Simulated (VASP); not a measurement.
# Pb (P6_3/mmc) in VASP: settings compared

Aim: see how the results for Pb move with the level of theory and the settings. Levels: PBE, PBEsol+D3(BJ). Tasks: single point.

Program: VASP 6.6.1. These are calculated values, not measurements. Logs are shortened: lines on timing, memory, paths and dates and some standing lists are left out, and cuts for length are marked.

### 1 The cell of the first run

The structure is hexagonal, space group P6_3/mmc (No. 194). Conventional cell: a = 3.480 Å, b = 3.480 Å, c = 5.590 Å, α = 90.00°, β = 90.00°, γ = 120.00°. Pb (site symmetry -6m2) has 12 Pb at 3.44 to 3.48 Å within 4.5 Å.

This isn't the form of Pb at room conditions, which is fcc.

### 2 Single point, PBE

INCAR reads:

```
PREC = Accurate ; ENCUT = 520
EDIFF = 1E-7 ; ISMEAR = -1
SIGMA = 0.08 ; LREAL = False
LASPH = True ; NELM = 80
ALGO = Normal ; ISIF = 2
LWAVE = False ; LCHARG = False
GGA = PE ; NBANDS = 21
```

KPOINTS reads:

```
Automatic mesh
0
Gamma
  14 14 8
```

POSCAR reads:

```
Pb
1.0
    3.4800006906      0.0000000000      0.0000000000
   -1.7400003453      3.0137690032      0.0000000000
    0.0000000000      0.0000000000      5.5900000000
Pb
2
Direct
    0.3333333333      0.6666666667      0.2500000000
    0.6666666667      0.3333333333      0.7500000000
```

Potentials or basis: VASP PAW PBE potentials, release 64 (Pb_d).

Launch:

```console
cat potpaw_PBE.64/Pb_d/POTCAR > POTCAR
mpirun -np 1 vasp_std > vasp.out
```

OUTCAR:

```text
PREC = Accurate
   ENCUT = 520
   EDIFF = 1E-7
   ISMEAR = -1
   LREAL = False
   LASPH = True
   NELM = 80
   ISIF = 2
   GGA = PE

 ion  position               nearest neighbor table
   1  0.333  0.667  0.250-   2 3.44   2 3.44   2 3.44   2 3.44   2 3.44   2 3.44
   2  0.667  0.333  0.750-   1 3.44   1 3.44   1 3.44   1 3.44   1 3.44   1 3.44

  LATTYP: Found a hexagonal cell.
 ALAT       =     3.4800006906
 C/A-ratio  =     1.6063215203

  Lattice vectors:

 A1 = (   3.4800006906,   0.0000000000,   0.0000000000)
 A2 = (  -1.7400003453,   3.0137690032,   0.0000000000)
 A3 = (   0.0000000000,   0.0000000000,   5.5900000000)

Analysis of symmetry for initial positions (statically):
=====================================================================
 Subroutine PRICEL returns:
 Original cell was already a primitive cell.

 Routine SETGRP: Setting up the symmetry group for a
 hexagonal supercell.

 Subroutine GETGRP returns: Found 24 space group operations
 (whereof 12 operations were pure point group operations)
 out of a pool of 24 trial point group operations.

The static configuration has the point symmetry D_3d.
 The point group associated with its full space group is D_6h.

Analysis of symmetry for dynamics (positions and initial velocities):
=====================================================================
 Subroutine PRICEL returns:
 Original cell was already a primitive cell.

 Routine SETGRP: Setting up the symmetry group for a
 hexagonal supercell.

 Subroutine GETGRP returns: Found 24 space group operations
 (whereof 12 operations were pure point group operations)
 out of a pool of 24 trial point group operations.

The dynamic configuration has the point symmetry D_3d.
 The point group associated with its full space group is D_6h.

 Subroutine INISYM returns: Found 24 space group operations
 (whereof 12 operations are pure point group operations),
 and found     1 'primitive' translations

----------------------------------------------------------------------------------------

                                     Primitive cell

  volume of cell :      58.6275

  direct lattice vectors                    reciprocal lattice vectors
     3.480000691  0.000000000  0.000000000     0.287356265  0.165905217  0.000000000
    -1.740000345  3.013769003  0.000000000     0.000000000  0.331810434  0.000000000
     0.000000000  0.000000000  5.590000000     0.000000000  0.000000000  0.178890877

  length of vectors
     3.480000691  3.480000691  5.590000000     0.331810434  0.331810434  0.178890877

  position of ions in fractional coordinates (direct lattice)
     0.333333333  0.666666667  0.250000000
     0.666666667  0.333333333  0.750000000

  ion indices of the primitive-cell ions
   primitive index   ion index
                 1           1
                 2           2

----------------------------------------------------------------------------------------

 KPOINTS: Automatic mesh

Automatic generation of k-mesh.
 Grid dimensions read from file:
 generate k-points for:   14   14    8

 Generating k-lattice:

  Cartesian coordinates                     Fractional coordinates (reciprocal lattice)
     0.020525447  0.011850373  0.000000000     0.071428571 -0.000000000  0.000000000
     0.000000000  0.023700745  0.000000000     0.000000000  0.071428571  0.000000000
     0.000000000  0.000000000  0.022361360     0.000000000  0.000000000  0.125000000

  Length of vectors
     0.023700745  0.023700745  0.022361360

  Shift w.r.t. Gamma in fractional coordinates (k-lattice)
     0.000000000  0.000000000  0.000000000

 Subroutine IBZKPT returns following result:
 ===========================================

 Found    120 irreducible k-points:

 Following reciprocal coordinates:
            Coordinates               Weight
  0.000000  0.000000  0.000000      1.000000
  0.071429  0.000000  0.000000      6.000000
  0.142857  0.000000  0.000000      6.000000
  0.214286  0.000000  0.000000      6.000000
  0.285714  0.000000  0.000000      6.000000
  0.357143  0.000000  0.000000      6.000000
[... 16 lines left out ...]
  0.285714  0.285714  0.000000      6.000000
  0.357143  0.285714  0.000000      6.000000
 [... further k-points ...]
   k-points           NKPTS =    120   k-points in BZ     NKDIM =    120   number of bands    NBANDS=     21
   number of dos      NEDOS =    301   number of ions     NIONS =      2
   total plane-waves  NPLWV =  32928
   dimension x,y,z NGX =    28 NGY =   28 NGZ =   42
   dimension x,y,z NGXF=    56 NGYF=   56 NGZF=   84
   ions per type =               2
   NGX,Y,Z   is equivalent  to a cutoff of  13.38, 13.38, 12.49 a.u.
   NGXF,Y,Z  is equivalent  to a cutoff of  26.75, 26.75, 24.98 a.u.
 SYSTEM =  unknown system
   PREC   = accura    normal or accurate (medium, high low for compatibility)
   ISTART =      0    job   : 0-new  1-cont  2-samecut
   ICHARG =      2    charge: 1-file 2-atom 10-const
   ISPIN  =      1    spin polarized calculation?
   LNONCOLLINEAR =      F non collinear calculations
   LSORBIT =      F    spin-orbit coupling
   LASPH  =      T    aspherical Exc in radial PAW
   ENCUT  =  520.0 eV  38.22 Ry    6.18 a.u.   6.47  6.47 10.39*2*pi/ulx,y,z
   NELM   =     80;   NELMIN=  2; NELMDL= -5     # of ELM steps
   EDIFF  = 0.1E-06   stopping-criterion for ELM
   LREAL  =      F    real-space projection
   EDIFFG = 0.1E-05   stopping-criterion for IOM
   NSW    =      0    number of steps for IOM
   IBRION =     -1    ionic relax: 0-MD 1-quasi-New 2-CG
   NFREE  =      0    steps in history (QN), initial steepest desc. (CG)
   ISIF   =      2    stress and relaxation
   ISYM   =      2    0-nonsym 1-usesym 2-fastsym
   POTIM  = 0.5000    time-step for ionic-motion
   TEBEG  =    0.0;   TEEND  =   0.0 temperature during run
   PSTRESS=    0.0 pullay stress
   NELECT =      28.0000    total number of electrons
   NUPDOWN=      -1.0000    fix difference up-down
   EMIN   =  10.00;   EMAX   =-10.00  energy-range for DOS
   EFERMI =   0.00;   METHOD = LEGACY
   ISMEAR =    -1;   SIGMA  =   0.08  broadening in eV -4-tet -1-fermi 0-gaus
   EFERMI_NEDOS =   21; number of points for ismear=-14 and -15
   IALGO  =     38    algorithm
   IMIX   =      4    mixing-type and parameters
     AMIX     =   0.40;   BMIX     =  1.00
     AMIX_MAG =   1.60;   BMIX_MAG =  1.00
  volume/ion in A,a.u.               =      29.31       197.82
  Fermi-wavevector in a.u.,A,eV,Ry     =   1.279658  2.418202 22.279864  1.637524
  Thomas-Fermi vector in A             =   2.412130
   LORBIT       =      0    0 simple, 1 ext, 2 COOP (PROOUT), +10 PAW based schemes
   GGA     = PE    functional components
   LHFCALC =     F    Hartree Fock is set to
   AEXX    =    0.0000 exact exchange contribution
   IVDW    =     0    specifies the selected vdW correction
   LEPSILON=     F    determine dielectric tensor
   LRPA    =     F    only Hartree local field effects (RPA)
 non-spin polarized calculation
  energy-cutoff  :      520.00
  volume of cell :       58.63
 maximum number of plane-waves:      1617
 NGX is ok and might be reduce to    28
   NGX = 13   NGY = 13   NGZ = 21

 number of electron      28.0000005 magnetization

 Free energy of the ion-electron system (eV)
  ---------------------------------------------------
  ext. energy  EPLUGINS =         0.00000000
  ---------------------------------------------------
  free energy    TOTEN  =        -7.04494780 eV

  energy without entropy =       -7.02036211  energy(sigma->0) =       -7.03265495

 E-fermi :   7.6347     XC(G=0): -10.3504

 val. band max:        7.6237813415   @ k =   0.2143   0.0714   0.1250
 cond. band min:       7.6387407752   @ k =   0.3571   0.2143   0.0000
 fundamental gap:      0.0149594337
 Fermi energy:         7.6347064924

 k-point     1 :       0.0000    0.0000    0.0000
  band No.  band energies     occupation
      1      -9.4736      2.00000
      2      -9.4253      2.00000
      3      -9.4133      2.00000
      4      -9.4133      2.00000
      5      -9.3884      2.00000
      6      -9.3884      2.00000
[... 13 lines left out ...]
     20      16.6966      0.00000
     21      19.1774      0.00000

 k-point     2 :       0.0714    0.0000    0.0000
  band No.  band energies     occupation
      1      -9.4698      2.00000
      2      -9.4354      2.00000
      3      -9.4005      2.00000
      4      -9.3978      2.00000
      5      -9.3855      2.00000
      6      -9.3761      2.00000
[... 13 lines left out ...]
     20      17.1335      0.00000
     21      18.7378      0.00000

 k-point     3 :       0.1429    0.0000    0.0000
  band No.  band energies     occupation
      1      -9.4811      2.00000
      2      -9.4290      2.00000
      3      -9.3885      2.00000
      4      -9.3696      2.00000
      5      -9.3649      2.00000
      6      -9.3647      2.00000
[... 13 lines left out ...]
     20      18.0216      0.00000
     21      18.1513      0.00000

 k-point     4 :       0.2143    0.0000    0.0000
  band No.  band energies     occupation
      1      -9.5110      2.00000
      2      -9.4156      2.00000
      3      -9.3976      2.00000
      4      -9.3837      2.00000
      5      -9.3767      2.00000
      6      -9.3128      2.00000
[... 13 lines left out ...]
     20      17.3836      0.00000
     21      18.5041      0.00000

 k-point     5 :       0.2857    0.0000    0.0000
  band No.  band energies     occupation
      1      -9.5436      2.00000
      2      -9.4315      2.00000
      3      -9.4215      2.00000
      4      -9.4033      2.00000
      5      -9.3463      2.00000
      6      -9.2550      2.00000
[... 13 lines left out ...]
     20      16.7946      0.00000
     21      18.3407      0.00000

 k-point     6 :       0.3571    0.0000    0.0000
  band No.  band energies     occupation
      1      -9.5718      2.00000
      2      -9.4644      2.00000
      3      -9.4326      2.00000
      4      -9.4201      2.00000
      5      -9.3158      2.00000
      6      -9.2732      2.00000
[... 13 lines left out ...]
     20      16.3484      0.00000
     21      18.1601      0.00000

 k-point     7 :       0.4286    0.0000    0.0000
  band No.  band energies     occupation
      1      -9.5908      2.00000
      2      -9.4883      2.00000
      3      -9.4417      2.00000
      4      -9.4312      2.00000
      5      -9.2948      2.00000
      6      -9.2893      2.00000
[... 13 lines left out ...]
     20      16.0749      0.00000
     21      18.0449      0.00000
[... 291 lines left out ...]
      1      -9.4845      2.00000
      2      -9.4581      2.00000
      3      -9.4533      2.00000
      4      -9.4037      2.00000
      5      -9.3100      2.00000
      6      -9.2771      2.00000
[... 13 lines left out ...]
     20      18.1563      0.00000
     21      18.7153      0.00000

 k-point    21 :       0.2857    0.2143    0.0000
  band No.  band energies     occupation
      1      -9.5124      2.00000
      2      -9.4710      2.00000
      3      -9.4109      2.00000
      4      -9.3990      2.00000
      5      -9.3000      2.00000
      6      -9.2966      2.00000
[... 13 lines left out ...]
     20      18.1594      0.00000
     21      20.3272      0.00000

 k-point    22 :       0.3571    0.2143    0.0000
  band No.  band energies     occupation
      1      -9.5279      2.00000
      2      -9.4796      2.00000
      3      -9.3924      2.00000
      4      -9.3777      2.00000
      5      -9.3165      2.00000
      6      -9.2868      2.00000
[... 13 lines left out ...]
     20      18.0359      0.00000
     21      21.8053      0.00000

 k-point    23 :       0.2857    0.2857    0.0000
  band No.  band energies     occupation
      1      -9.5319      2.00000
      2      -9.4149      2.00000
      3      -9.4095      2.00000
      4      -9.3824      2.00000
      5      -9.3233      2.00000
      6      -9.2710      2.00000
[... 13 lines left out ...]
     20      20.0562      0.00000
     21      20.1989      0.00000

 k-point    24 :       0.3571    0.2857    0.0000
  band No.  band energies     occupation
      1      -9.5389      2.00000
      2      -9.4139      2.00000
      3      -9.3709      2.00000
      4      -9.3692      2.00000
      5      -9.3389      2.00000
      6      -9.3038      2.00000
[... 13 lines left out ...]
     20      20.0612      0.00000
     21      22.0763      0.00000

 [... further k-points ...]

------------------------ aborting loop because EDIFF is reached ----------------------------------------

  FORCE on cell =-STRESS in cart. coord.  units (eV):
  Direction    XX          YY          ZZ          XY          YZ          ZX
  --------------------------------------------------------------------------------------
  -------------------------------------------------------------------------------------
  Total        1.2308250      1.2308250      1.9295938      0.0000000      0.0000000      0.0000000
  in kB       33.6361126     33.6361126     52.7321386      0.0000000      0.0000000      0.0000000
  external PRESSURE =      40.0014546 kB  Pullay stress =       0.0000000 kB

 VOLUME and BASIS-vectors are now :
 -----------------------------------------------------------------------------
  energy-cutoff  :      520.00
  volume of cell :       58.63
      direct lattice vectors                 reciprocal lattice vectors
     3.480000691  0.000000000  0.000000000     0.287356265  0.165905217  0.000000000
    -1.740000345  3.013769003  0.000000000     0.000000000  0.331810434  0.000000000
     0.000000000  0.000000000  5.590000000     0.000000000  0.000000000  0.178890877

 POSITION                                       TOTAL-FORCE (eV/Angst)
 -----------------------------------------------------------------------------------
     -0.00000      2.00918      1.39750         0.000000     -0.000000      0.000000
      1.74000      1.00459      4.19250        -0.000000      0.000000      0.000000
 -----------------------------------------------------------------------------------
    total drift:                               -0.000000      0.000000      0.000000

  FREE ENERGIE OF THE ION-ELECTRON SYSTEM (eV)
  ---------------------------------------------------
  free  energy   TOTEN  =        -7.0449477999 eV

  energy  without entropy=       -7.0203621087  energy(sigma->0) =       -7.03265495
```

Wall time 65 s (1 thread of AMD EPYC 9R45 (Zen 5), shared host); peak memory 0.23 GiB.

What came out:

```
Free energy            : -7.0449 eV
Pressure               : 4.0 GPa
Band gap on the k mesh : zero (bands 14 and 15 overlap by 7.43 eV)
```

Levels at points of the mesh, in eV from the Fermi level:
```
           k point  band 12  band 13  band 14  band 15  band 16  band 17
(0.00, 0.00, 0.00)    -7.98    -4.30     5.60     5.60     7.50     7.50
(0.50, 0.00, 0.00)    -7.14    -2.89    -1.40    -0.51     1.80     1.99
(0.00, 0.00, 0.50)   -10.68     1.04     1.04     6.51     6.51     6.51
(0.50, 0.00, 0.50)    -7.54    -3.81    -3.81     3.45     3.45     3.78
```

Caveat: the cell stands under pressure; spin-orbit coupling is left out, which moves the levels of the heavy elements.

### 3 Single point, PBE

INCAR reads:

```
SYSTEM = Pb
PREC = Accurate
ENCUT = 520
EDIFF = 1E-6
ISMEAR = -1
SIGMA = 0.08
LREAL = .False.
LASPH = .True.
NELM = 100
ALGO = Normal
ISIF = 2
LWAVE = .False.
LCHARG = .False.
GGA = PE
NBANDS = 21
```

KPOINTS reads:

```
regular mesh
0
Gamma
  14 14 8
  0 0 0
```

POSCAR is that of step 2.

Potentials or basis: VASP PAW PBE potentials, release 64 (Pb_d).

Launch:

```console
cat potpaw_PBE.64/Pb_d/POTCAR > POTCAR
mpirun -np 1 vasp_std > vasp.out
```

Run time: 56 s. Hardware: 1 thread of AMD EPYC 9R45 (Zen 5), shared host; peak memory 0.22 GiB.

It converged, with:

```
Free energy            : -7.0449 eV
Pressure               : 4.0 GPa
Band gap on the k mesh : zero (bands 14 and 15 overlap by 7.43 eV)
```

Stress tensor (GPa, compression positive):
```
3.36 0.00 0.00
0.00 3.36 0.00
0.00 0.00 5.27
```

Levels at points of the mesh, in eV from the Fermi level:
```tsv
k point	band 11	band 12	band 13	band 14	band 15	band 16	band 17	band 18
(0.00, 0.00, 0.00)	-11.96	-7.98	-4.30	5.60	5.60	7.50	7.50	8.17
(0.50, 0.00, 0.00)	-8.40	-7.14	-2.89	-1.40	-0.51	1.80	1.99	5.81
(0.00, 0.00, 0.50)	-10.68	-10.68	1.04	1.04	6.51	6.51	6.51	6.51
(0.50, 0.00, 0.50)	-7.54	-7.54	-3.81	-3.81	3.45	3.45	3.78	3.78
```

Caveat: the cell stands under pressure; spin-orbit coupling is left out, which moves the levels of the heavy elements.

(Part 1 of 2 ends here.)
